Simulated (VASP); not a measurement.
# Pt (Fm-3m) in VASP: further runs

The runs below take Pt through single point, relaxation of cell and atoms, with PBEsol.

Everything below comes from runs of VASP 6.6.1. Logs are shortened: lines on timing, memory, paths and dates and some standing lists are left out, and cuts for length are marked.

**1. The cell of the first run**

The structure is cubic, space group Fm-3m (No. 225). Conventional cell: a = 3.914 Å, b = 3.914 Å, c = 3.914 Å, α = 90.00°, β = 90.00°, γ = 90.00°. Within 3.6 Å of Pt (site symmetry m-3m) lie 12 Pt at 2.77 Å.

**2. Single point, PBEsol**

Input file INCAR:

```
SYSTEM = Pt
PREC     = Accurate       ! precision mode
ENCUT    = 520            ! plane-wave cutoff, eV
EDIFF    = 1E-7           ! SCF threshold, eV
ISMEAR   = 1              ! smearing method
SIGMA    = 0.1            ! smearing width, eV
LREAL    = .False.        ! projectors in reciprocal space
LASPH    = .True.         ! aspherical terms in the spheres
NELM     = 80             ! most SCF steps
ALGO     = Normal         ! electronic algorithm
ISIF     = 2              ! what is computed and relaxed
LWAVE    = .False.        ! write WAVECAR
LCHARG   = .False.        ! write CHGCAR
GGA      = PS             ! functional
NBANDS   = 11             ! bands
```

Input file KPOINTS:

```
Automatic mesh
0
Gamma
  11 11 11
  0 0 0
```

Input file POSCAR:

```
Pt
1.0
    0.0000000000      1.9570102613      1.9570102613
    1.9570102613      0.0000000000      1.9570102613
    1.9570102613      1.9570102613      0.0000000000
Pt
1
Direct
    0.0000000000      0.0000000000      0.0000000000
```

Potentials or basis: VASP PAW PBE potentials, release 64 (Pt).

On the command line:

```
$ cat potpaw_PBE.64/Pt/POTCAR > POTCAR
$ mpirun -np 1 vasp_std > vasp.out
```

OUTCAR:

```text
SYSTEM = Pt
   PREC = Accurate
   ENCUT = 520
   EDIFF = 1E-7
   ISMEAR = 1
   LREAL = .False.
   LASPH = .True.
   NELM = 80
   ISIF = 2
   GGA = PS

 ion  position               nearest neighbor table
   1  0.000  0.000  0.000-

  LATTYP: Found a face centered cubic cell.
 ALAT       =     3.9140205226

  Lattice vectors:

 A1 = (   0.0000000000,   1.9570102613,   1.9570102613)
 A2 = (   1.9570102613,   0.0000000000,   1.9570102613)
 A3 = (   1.9570102613,   1.9570102613,   0.0000000000)

Analysis of symmetry for initial positions (statically):
=====================================================================
 Subroutine PRICEL returns:
 Original cell was already a primitive cell.

 Routine SETGRP: Setting up the symmetry group for a
 face centered cubic supercell.

 Subroutine GETGRP returns: Found 48 space group operations
 (whereof 48 operations were pure point group operations)
 out of a pool of 48 trial point group operations.

The static configuration has the point symmetry O_h .

Analysis of symmetry for dynamics (positions and initial velocities):
=====================================================================
 Subroutine PRICEL returns:
 Original cell was already a primitive cell.

 Routine SETGRP: Setting up the symmetry group for a
 face centered cubic supercell.

 Subroutine GETGRP returns: Found 48 space group operations
 (whereof 48 operations were pure point group operations)
 out of a pool of 48 trial point group operations.

The dynamic configuration has the point symmetry O_h .

 Subroutine INISYM returns: Found 48 space group operations
 (whereof 48 operations are pure point group operations),
 and found     1 'primitive' translations

----------------------------------------------------------------------------------------

                                     Primitive cell

  volume of cell :      14.9903

  direct lattice vectors                    reciprocal lattice vectors
     0.000000000  1.957010261  1.957010261    -0.255491762  0.255491762  0.255491762
     1.957010261  0.000000000  1.957010261     0.255491762 -0.255491762  0.255491762
     1.957010261  1.957010261  0.000000000     0.255491762  0.255491762 -0.255491762

  length of vectors
     2.767630453  2.767630453  2.767630453     0.442524713  0.442524713  0.442524713

  position of ions in fractional coordinates (direct lattice)
     0.000000000  0.000000000  0.000000000

  ion indices of the primitive-cell ions
   primitive index   ion index
                 1           1

----------------------------------------------------------------------------------------

 KPOINTS: Automatic mesh

Automatic generation of k-mesh.
 Grid dimensions read from file:
 generate k-points for:   11   11   11

 Generating k-lattice:

  Cartesian coordinates                     Fractional coordinates (reciprocal lattice)
    -0.023226524  0.023226524  0.023226524     0.090909091  0.000000000  0.000000000
     0.023226524 -0.023226524  0.023226524     0.000000000  0.090909091  0.000000000
     0.023226524  0.023226524 -0.023226524     0.000000000  0.000000000  0.090909091

  Length of vectors
     0.040229519  0.040229519  0.040229519

  Shift w.r.t. Gamma in fractional coordinates (k-lattice)
     0.000000000  0.000000000  0.000000000

 Subroutine IBZKPT returns following result:
 ===========================================

 Found     56 irreducible k-points:

 Following reciprocal coordinates:
            Coordinates               Weight
  0.000000  0.000000  0.000000      1.000000
  0.090909  0.000000  0.000000      8.000000
  0.181818  0.000000  0.000000      8.000000
  0.272727  0.000000  0.000000      8.000000
  0.363636  0.000000  0.000000      8.000000
  0.454545  0.000000  0.000000      8.000000
[... 16 lines left out ...]
 -0.272727  0.181818  0.000000     24.000000
 -0.181818  0.181818  0.000000     12.000000
 [... further k-points ...]
   k-points           NKPTS =     56   k-points in BZ     NKDIM =     56   number of bands    NBANDS=     11
   number of dos      NEDOS =    301   number of ions     NIONS =      1
   total plane-waves  NPLWV =  13824
   dimension x,y,z NGX =    24 NGY =   24 NGZ =   24
   dimension x,y,z NGXF=    48 NGYF=   48 NGZF=   48
   ions per type =               1
   NGX,Y,Z   is equivalent  to a cutoff of  14.42, 14.42, 14.42 a.u.
   NGXF,Y,Z  is equivalent  to a cutoff of  28.83, 28.83, 28.83 a.u.
 SYSTEM =  Pt
   PREC   = accura    normal or accurate (medium, high low for compatibility)
   ISTART =      0    job   : 0-new  1-cont  2-samecut
   ICHARG =      2    charge: 1-file 2-atom 10-const
   ISPIN  =      1    spin polarized calculation?
   LNONCOLLINEAR =      F non collinear calculations
   LSORBIT =      F    spin-orbit coupling
   LASPH  =      T    aspherical Exc in radial PAW
   ENCUT  =  520.0 eV  38.22 Ry    6.18 a.u.   5.15  5.15  5.15*2*pi/ulx,y,z
   NELM   =     80;   NELMIN=  2; NELMDL= -5     # of ELM steps
   EDIFF  = 0.1E-06   stopping-criterion for ELM
   LREAL  =      F    real-space projection
   EDIFFG = 0.1E-05   stopping-criterion for IOM
   NSW    =      0    number of steps for IOM
   IBRION =     -1    ionic relax: 0-MD 1-quasi-New 2-CG
   NFREE  =      0    steps in history (QN), initial steepest desc. (CG)
   ISIF   =      2    stress and relaxation
   ISYM   =      2    0-nonsym 1-usesym 2-fastsym
   POTIM  = 0.5000    time-step for ionic-motion
   TEBEG  =    0.0;   TEEND  =   0.0 temperature during run
   PSTRESS=    0.0 pullay stress
   NELECT =      10.0000    total number of electrons
   NUPDOWN=      -1.0000    fix difference up-down
   EMIN   =  10.00;   EMAX   =-10.00  energy-range for DOS
   EFERMI =   0.00;   METHOD = LEGACY
   ISMEAR =     1;   SIGMA  =   0.10  broadening in eV -4-tet -1-fermi 0-gaus
   EFERMI_NEDOS =   21; number of points for ismear=-14 and -15
   IALGO  =     38    algorithm
   IMIX   =      4    mixing-type and parameters
     AMIX     =   0.40;   BMIX     =  1.00
     AMIX_MAG =   1.60;   BMIX_MAG =  1.00
  volume/ion in A,a.u.               =      14.99       101.16
  Fermi-wavevector in a.u.,A,eV,Ry     =   1.430447  2.703153 27.839945  2.046178
  Thomas-Fermi vector in A             =   2.550291
   LORBIT       =      0    0 simple, 1 ext, 2 COOP (PROOUT), +10 PAW based schemes
   GGA     = PS    functional components
   LHFCALC =     F    Hartree Fock is set to
   AEXX    =    0.0000 exact exchange contribution
   IVDW    =     0    specifies the selected vdW correction
   LEPSILON=     F    determine dielectric tensor
   LRPA    =     F    only Hartree local field effects (RPA)
 non-spin polarized calculation
 Methfessel and Paxton  Order N= 1 SIGMA  =   0.10
  energy-cutoff  :      520.00
  volume of cell :       14.99
 maximum number of plane-waves:       415
 NGX is ok and might be reduce to    24
   NGX = 11   NGY = 11   NGZ = 11

 number of electron      10.0000000 magnetization

 number of electron       9.9999999 magnetization

 Free energy of the ion-electron system (eV)
  ---------------------------------------------------
  ext. energy  EPLUGINS =         0.00000000
  ---------------------------------------------------
  free energy    TOTEN  =        -6.97060510 eV

  energy without entropy =       -6.96962992  energy(sigma->0) =       -6.97028004

 E-fermi :  11.1533     XC(G=0): -13.6657

 val. band max:       11.1490211760   @ k =  -0.3636   0.3636   0.0909
 cond. band min:      11.1578389518   @ k =  -0.4545   0.1818   0.0000
 fundamental gap:      0.0088177758
 Fermi energy:        11.1532640297

 k-point     1 :       0.0000    0.0000    0.0000
  band No.  band energies     occupation
      1       0.8489      2.00000
      2       7.3596      2.00000
      3       7.3596      2.00000
      4       7.3596      2.00000
      5       9.5611      2.00000
      6       9.5611      2.00000
      7      25.8202      0.00000
      8      30.8147      0.00000
      9      30.8147      0.00000
     10      30.8147      0.00000
     11      36.1385      0.00000

 k-point     2 :       0.0909    0.0000    0.0000
  band No.  band energies     occupation
      1       1.1802      2.00000
      2       7.2159      2.00000
      3       7.4876      2.00000
      4       7.4876      2.00000
      5       9.4930      2.00000
      6       9.4930      2.00000
      7      26.3286      0.00000
      8      29.2807      0.00000
      9      31.3265      0.00000
     10      31.3265      0.00000
     11      37.6588      0.00000

 k-point     3 :       0.1818    0.0000    0.0000
  band No.  band energies     occupation
      1       2.0817      2.00000
      2       6.9575      2.00000
      3       7.7218      2.00000
      4       7.7218      2.00000
      5       9.4703      2.00000
      6       9.4703      2.00000
      7      26.6663      0.00000
      8      27.4080      0.00000
      9      32.7250      0.00000
     10      32.7250      0.00000
     11      35.7254      0.00000

 k-point     4 :       0.2727    0.0000    0.0000
  band No.  band energies     occupation
      1       3.1530      2.00000
      2       7.1209      2.00000
      3       7.7063      2.00000
      4       7.7063      2.00000
      5       9.8845      2.00000
      6       9.8845      2.00000
      7      23.7271      0.00000
      8      27.3932      0.00000
      9      33.9136      0.00000
     10      33.9136      0.00000
     11      34.9211      0.00000
[... 239 lines left out ...]
 k-point    22 :      -0.3636    0.1818    0.0000
  band No.  band energies     occupation
      1       4.7783      2.00000
      2       6.7335      2.00000
      3       7.8028      2.00000
      4       8.1251      2.00000
      5      10.4299      2.00000
      6      13.6784      0.00000
      7      18.7626      0.00000
      8      25.6457      0.00000
      9      28.0975      0.00000
     10      30.7745      0.00000
     11      36.5368      0.00000

 k-point    23 :      -0.2727    0.1818    0.0000
  band No.  band energies     occupation
      1       4.6807      2.00000
      2       6.7078      2.00000
      3       7.1728      2.00000
      4       8.2839      2.00000
      5       9.4585      2.00000
      6      12.3471     -0.00000
      7      21.9912      0.00000
      8      26.0584      0.00000
      9      28.6731      0.00000
     10      33.5722      0.00000
     11      33.5928      0.00000

 k-point    24 :      -0.1818    0.1818    0.0000
  band No.  band energies     occupation
      1       3.8067      2.00000
      2       6.4314      2.00000
      3       7.5593      2.00000
      4       8.5517      2.00000
      5       8.6259      2.00000
      6      11.1192      1.54166
      7      24.6785      0.00000
      8      27.2856      0.00000
      9      30.2245      0.00000
     10      31.3598      0.00000
     11      35.9078      0.00000

 [... further k-points ...]
[... 5 lines left out ...]
  --------------------------------------------------------------------------------------
  -------------------------------------------------------------------------------------
  Total        0.0064147      0.0064147      0.0064147      0.0000000     -0.0000000      0.0000000
  in kB        0.6856094      0.6856094      0.6856094      0.0000000     -0.0000000      0.0000000
  external PRESSURE =       0.6856094 kB  Pullay stress =       0.0000000 kB

 VOLUME and BASIS-vectors are now :
 -----------------------------------------------------------------------------
  energy-cutoff  :      520.00
  volume of cell :       14.99
      direct lattice vectors                 reciprocal lattice vectors
     0.000000000  1.957010261  1.957010261    -0.255491762  0.255491762  0.255491762
     1.957010261  0.000000000  1.957010261     0.255491762 -0.255491762  0.255491762
     1.957010261  1.957010261  0.000000000     0.255491762  0.255491762 -0.255491762

 POSITION                                       TOTAL-FORCE (eV/Angst)
 -----------------------------------------------------------------------------------
      0.00000      0.00000      0.00000         0.000000      0.000000      0.000000
 -----------------------------------------------------------------------------------
    total drift:                               -0.000000      0.000000     -0.000000

  FREE ENERGIE OF THE ION-ELECTRON SYSTEM (eV)
  ---------------------------------------------------
  free  energy   TOTEN  =        -6.9706050970 eV

  energy  without entropy=       -6.9696299212  energy(sigma->0) =       -6.97028004
```

Wall time 4.2 s (1 thread of Intel Xeon 6975P-C (Granite Rapids), shared host); peak memory 0.14 GiB.

What came out:

- Free energy: -6.9706 eV
- Pressure: 0.1 GPa
- Band gap on the k mesh: zero (band 5 reaches 11.60 eV, above the bottom of band 6 at 9.47 eV)

Caveat: the PAW data sets were made with another functional, which shifts forces and pressure a little; spin-orbit coupling is left out, which moves the levels of the heavy elements.

**3. Relaxation of cell and atoms, PBEsol**

Input file INCAR:

```
SYSTEM = Pt
PREC = Accurate
ENCUT = 600
EDIFF = 1E-7
ISMEAR = 1
SIGMA = 0.1
LREAL = .FALSE.
LASPH = .TRUE.
NELM = 100
ALGO = Normal
ISIF = 3
LWAVE = .FALSE.
LCHARG = .FALSE.
GGA = PS
IBRION = 2
NSW = 80
EDIFFG = -0.02
```

Input file KPOINTS:

```
regular mesh
0
G
  11 11 11
  0 0 0
```

POSCAR is that of step 2.

Potentials or basis: VASP PAW PBE potentials, release 64 (Pt).

On the command line:

```
$ cat potpaw_PBE.64/Pt/POTCAR > POTCAR
$ mpirun -np 1 vasp_std > vasp.out
```

Wall time 4.1 s (1 thread of Intel Xeon 6975P-C (Granite Rapids), shared host); peak memory 0.15 GiB.

Results (log left out):

```yaml
Free_energy: -6.9706 eV
Pressure_after_relaxing: 0.2 GPa
Band_gap_on_the_k_mesh: zero (band 5 reaches 11.60 eV, above the bottom of band 6 at 9.47 eV)
```

Final structure:
```
Pt
1.0
     0.00000    1.95701    1.95701
     1.95701    0.00000    1.95701
     1.95701    1.95701    0.00000
Pt
1
Direct
  0.00000 0.00000 0.00000
```

Levels at points of the mesh, in eV from the Fermi level:
```csv
k point,band 3,band 4,band 5,band 6,band 7,band 8
"(0.00, 0.00, 0.00)",-3.79,-3.79,-1.59,-1.59,14.67,19.66
```

Caveat: the relaxation stopped at its first step, so nothing moved; the PAW data sets were made with another functional, which shifts forces and pressure a little; spin-orbit coupling is left out, which moves the levels of the heavy elements.
